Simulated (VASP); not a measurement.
# Au (Fm-3m) in VASP: notebook

The runs below take Au through single point, with PBE.

Everything below comes from runs of VASP 6.6.1. Logs are shortened: lines on timing, memory, paths and dates and some standing lists are left out, and cuts for length are marked.

### Step 1. The cell of the first run

The structure is cubic, space group Fm-3m (No. 225). Conventional cell: a = 4.072 Å, b = 4.072 Å, c = 4.072 Å, α = 90.00°, β = 90.00°, γ = 90.00°. Within 3.8 Å of Au (site symmetry m-3m) lie 12 Au at 2.88 Å.

### Step 2. Single point, PBE

The input, INCAR:

```
SYSTEM = Au
PREC = Accurate
ENCUT = 520
EDIFF = 1E-6
ISMEAR = -1
SIGMA = 0.06122561905347299
LREAL = .FALSE.
LASPH = .TRUE.
NELM = 60
ALGO = Normal
ISIF = 2
LWAVE = .FALSE.
LCHARG = .FALSE.
GGA = PE
NBANDS = 12
```

The input, KPOINTS:

```
regular mesh
0
G
  15 15 15
  0 0 0
```

The input, POSCAR:

```
Au
1.0
    0.0000000000      2.0362379301      2.0362379301
    2.0362379301      0.0000000000      2.0362379301
    2.0362379301      2.0362379301      0.0000000000
Au
1
Direct
    0.0000000000      0.0000000000      0.0000000000
```

Potentials or basis: VASP PAW PBE potentials, release 64 (Au).

Run with:

```console
> cat potpaw_PBE.64/Au/POTCAR > POTCAR
> mpirun -np 1 vasp_std > vasp.out
```

OUTCAR:

```text
SYSTEM = Au
   PREC = Accurate
   ENCUT = 520
   EDIFF = 1E-6
   ISMEAR = -1
   LREAL = .FALSE.
   LASPH = .TRUE.
   NELM = 60
   ISIF = 2
   GGA = PE

 ion  position               nearest neighbor table
   1  0.000  0.000  0.000-

  LATTYP: Found a face centered cubic cell.
 ALAT       =     4.0724758602

  Lattice vectors:

 A1 = (   0.0000000000,   2.0362379301,   2.0362379301)
 A2 = (   2.0362379301,   0.0000000000,   2.0362379301)
 A3 = (   2.0362379301,   2.0362379301,   0.0000000000)

Analysis of symmetry for initial positions (statically):
=====================================================================
 Subroutine PRICEL returns:
 Original cell was already a primitive cell.

 Routine SETGRP: Setting up the symmetry group for a
 face centered cubic supercell.

 Subroutine GETGRP returns: Found 48 space group operations
 (whereof 48 operations were pure point group operations)
 out of a pool of 48 trial point group operations.

The static configuration has the point symmetry O_h .

Analysis of symmetry for dynamics (positions and initial velocities):
=====================================================================
 Subroutine PRICEL returns:
 Original cell was already a primitive cell.

 Routine SETGRP: Setting up the symmetry group for a
 face centered cubic supercell.

 Subroutine GETGRP returns: Found 48 space group operations
 (whereof 48 operations were pure point group operations)
 out of a pool of 48 trial point group operations.

The dynamic configuration has the point symmetry O_h .

 Subroutine INISYM returns: Found 48 space group operations
 (whereof 48 operations are pure point group operations),
 and found     1 'primitive' translations

----------------------------------------------------------------------------------------

                                     Primitive cell

  volume of cell :      16.8856

  direct lattice vectors                    reciprocal lattice vectors
     0.000000000  2.036237930  2.036237930    -0.245550872  0.245550872  0.245550872
     2.036237930  0.000000000  2.036237930     0.245550872 -0.245550872  0.245550872
     2.036237930  2.036237930  0.000000000     0.245550872  0.245550872 -0.245550872

  length of vectors
     2.879675297  2.879675297  2.879675297     0.425306587  0.425306587  0.425306587

  position of ions in fractional coordinates (direct lattice)
     0.000000000  0.000000000  0.000000000

  ion indices of the primitive-cell ions
   primitive index   ion index
                 1           1

----------------------------------------------------------------------------------------

 KPOINTS: regular mesh

Automatic generation of k-mesh.
 Grid dimensions read from file:
 generate k-points for:   15   15   15

 Generating k-lattice:

  Cartesian coordinates                     Fractional coordinates (reciprocal lattice)
    -0.016370058  0.016370058  0.016370058     0.066666667  0.000000000  0.000000000
     0.016370058 -0.016370058  0.016370058     0.000000000  0.066666667  0.000000000
     0.016370058  0.016370058 -0.016370058     0.000000000  0.000000000  0.066666667

  Length of vectors
     0.028353772  0.028353772  0.028353772

  Shift w.r.t. Gamma in fractional coordinates (k-lattice)
     0.000000000  0.000000000  0.000000000

 Subroutine IBZKPT returns following result:
 ===========================================

 Found    120 irreducible k-points:

 Following reciprocal coordinates:
            Coordinates               Weight
  0.000000  0.000000  0.000000      1.000000
  0.066667  0.000000  0.000000      8.000000
  0.133333  0.000000  0.000000      8.000000
  0.200000  0.000000  0.000000      8.000000
  0.266667  0.000000  0.000000      8.000000
  0.333333  0.000000  0.000000      8.000000
[... 16 lines left out ...]
  0.133333  0.133333  0.000000      6.000000
  0.200000  0.133333  0.000000     24.000000
 [... further k-points ...]
   k-points           NKPTS =    120   k-points in BZ     NKDIM =    120   number of bands    NBANDS=     12
   number of dos      NEDOS =    301   number of ions     NIONS =      1
   total plane-waves  NPLWV =  13824
   dimension x,y,z NGX =    24 NGY =   24 NGZ =   24
   dimension x,y,z NGXF=    48 NGYF=   48 NGZF=   48
   ions per type =               1
   NGX,Y,Z   is equivalent  to a cutoff of  13.86, 13.86, 13.86 a.u.
   NGXF,Y,Z  is equivalent  to a cutoff of  27.71, 27.71, 27.71 a.u.
 SYSTEM =  Au
   PREC   = accura    normal or accurate (medium, high low for compatibility)
   ISTART =      0    job   : 0-new  1-cont  2-samecut
   ICHARG =      2    charge: 1-file 2-atom 10-const
   ISPIN  =      1    spin polarized calculation?
   LNONCOLLINEAR =      F non collinear calculations
   LSORBIT =      F    spin-orbit coupling
   LASPH  =      T    aspherical Exc in radial PAW
   ENCUT  =  520.0 eV  38.22 Ry    6.18 a.u.   5.35  5.35  5.35*2*pi/ulx,y,z
   NELM   =     60;   NELMIN=  2; NELMDL= -5     # of ELM steps
   EDIFF  = 0.1E-05   stopping-criterion for ELM
   LREAL  =      F    real-space projection
   EDIFFG = 0.1E-04   stopping-criterion for IOM
   NSW    =      0    number of steps for IOM
   IBRION =     -1    ionic relax: 0-MD 1-quasi-New 2-CG
   NFREE  =      0    steps in history (QN), initial steepest desc. (CG)
   ISIF   =      2    stress and relaxation
   ISYM   =      2    0-nonsym 1-usesym 2-fastsym
   POTIM  = 0.5000    time-step for ionic-motion
   TEBEG  =    0.0;   TEEND  =   0.0 temperature during run
   PSTRESS=    0.0 pullay stress
   NELECT =      11.0000    total number of electrons
   NUPDOWN=      -1.0000    fix difference up-down
   EMIN   =  10.00;   EMAX   =-10.00  energy-range for DOS
   EFERMI =   0.00;   METHOD = LEGACY
   ISMEAR =    -1;   SIGMA  =   0.06  broadening in eV -4-tet -1-fermi 0-gaus
   EFERMI_NEDOS =   21; number of points for ismear=-14 and -15
   IALGO  =     38    algorithm
   IMIX   =      4    mixing-type and parameters
     AMIX     =   0.40;   BMIX     =  1.00
     AMIX_MAG =   1.60;   BMIX_MAG =  1.00
  volume/ion in A,a.u.               =      16.89       113.95
  Fermi-wavevector in a.u.,A,eV,Ry     =   1.419168  2.681839 27.402656  2.014038
  Thomas-Fermi vector in A             =   2.540217
   LORBIT       =      0    0 simple, 1 ext, 2 COOP (PROOUT), +10 PAW based schemes
   GGA     = PE    functional components
   LHFCALC =     F    Hartree Fock is set to
   AEXX    =    0.0000 exact exchange contribution
   IVDW    =     0    specifies the selected vdW correction
   LEPSILON=     F    determine dielectric tensor
   LRPA    =     F    only Hartree local field effects (RPA)
 non-spin polarized calculation
  energy-cutoff  :      520.00
  volume of cell :       16.89
 maximum number of plane-waves:       468
 NGX is ok and might be reduce to    24
   NGX = 11   NGY = 11   NGZ = 11

 number of electron      10.9999999 magnetization

 Free energy of the ion-electron system (eV)
  ---------------------------------------------------
  ext. energy  EPLUGINS =         0.00000000
  ---------------------------------------------------
  free energy    TOTEN  =        -3.19075695 eV

  energy without entropy =       -3.18627514  energy(sigma->0) =       -3.18851605

 E-fermi :   9.7877     XC(G=0): -12.7730

 val. band max:        9.6399825504   @ k =   0.4667   0.2000   0.0000
 cond. band min:       9.8040897201   @ k =   0.4667   0.2667   0.0000
 fundamental gap:      0.1641071698
 Fermi energy:         9.7876846705

 k-point     1 :       0.0000    0.0000    0.0000
  band No.  band energies     occupation
      1      -0.3251      2.00000
      2       4.8838      2.00000
      3       4.8838      2.00000
      4       4.8838      2.00000
      5       6.4227      2.00000
      6       6.4227      2.00000
      7      24.1380      0.00000
      8      28.1915      0.00000
      9      28.1915      0.00000
     10      28.1915      0.00000
     11      33.1257      0.00000
     12      37.8670      0.00000

 k-point     2 :       0.0667    0.0000    0.0000
  band No.  band energies     occupation
      1      -0.1688      2.00000
      2       4.8323      2.00000
      3       4.9377      2.00000
      4       4.9377      2.00000
      5       6.3983      2.00000
      6       6.3983      2.00000
      7      24.3240      0.00000
      8      27.2150      0.00000
      9      28.3808      0.00000
     10      28.3808      0.00000
     11      33.9107      0.00000
     12      36.2152      0.00000

 k-point     3 :       0.1333    0.0000    0.0000
  band No.  band energies     occupation
      1       0.2813      2.00000
      2       4.7132      2.00000
      3       5.0679      2.00000
      4       5.0679      2.00000
      5       6.3605      2.00000
      6       6.3605      2.00000
      7      24.5982      0.00000
      8      25.4446      0.00000
      9      28.9012      0.00000
     10      28.9012      0.00000
     11      32.9456      0.00000
     12      35.2524      0.00000
[... 286 lines left out ...]
 k-point    23 :       0.1333    0.1333    0.0000
  band No.  band energies     occupation
      1       0.4887      2.00000
      2       4.4786      2.00000
      3       5.2569      2.00000
      4       5.2569      2.00000
      5       6.0000      2.00000
      6       6.6027      2.00000
      7      25.1164      0.00000
      8      26.5489      0.00000
      9      27.4330      0.00000
     10      27.4330      0.00000
     11      33.6510      0.00000
     12      34.6623      0.00000

 k-point    24 :       0.2000    0.1333    0.0000
  band No.  band energies     occupation
      1       1.0022      2.00000
      2       4.3004      2.00000
      3       5.3866      2.00000
      4       5.4379      2.00000
      5       5.9284      2.00000
      6       6.7054      2.00000
      7      24.7249      0.00000
      8      25.6994      0.00000
      9      26.9443      0.00000
     10      27.9540      0.00000
     11      31.5546      0.00000
     12      34.2790      0.00000

 [... further k-points ...]
[... 5 lines left out ...]
  --------------------------------------------------------------------------------------
  -------------------------------------------------------------------------------------
  Total        1.0573375      1.0573375      1.0573375      0.0000000      0.0000000      0.0000000
  in kB      100.3248808    100.3248808    100.3248808      0.0000000      0.0000000      0.0000000
  external PRESSURE =     100.3248808 kB  Pullay stress =       0.0000000 kB

 VOLUME and BASIS-vectors are now :
 -----------------------------------------------------------------------------
  energy-cutoff  :      520.00
  volume of cell :       16.89
      direct lattice vectors                 reciprocal lattice vectors
     0.000000000  2.036237930  2.036237930    -0.245550872  0.245550872  0.245550872
     2.036237930  0.000000000  2.036237930     0.245550872 -0.245550872  0.245550872
     2.036237930  2.036237930  0.000000000     0.245550872  0.245550872 -0.245550872

 POSITION                                       TOTAL-FORCE (eV/Angst)
 -----------------------------------------------------------------------------------
      0.00000      0.00000      0.00000         0.000000      0.000000      0.000000
 -----------------------------------------------------------------------------------
    total drift:                               -0.000000      0.000000      0.000000

  FREE ENERGIE OF THE ION-ELECTRON SYSTEM (eV)
  ---------------------------------------------------
  free  energy   TOTEN  =        -3.1907569513 eV

  energy  without entropy=       -3.1862751449  energy(sigma->0) =       -3.18851605
```

It took 34 s on 1 thread of AMD EPYC 7R43 (Zen 3), shared host; peak memory 0.12 GiB.

Results:

| Item | Value |
| --- | --- |
| Free energy | -3.1908 eV |
| Pressure | 10.0 GPa |

Caveat: spin-orbit coupling is left out, which moves the levels of the heavy elements.

(Continued in part 2 of 2.)
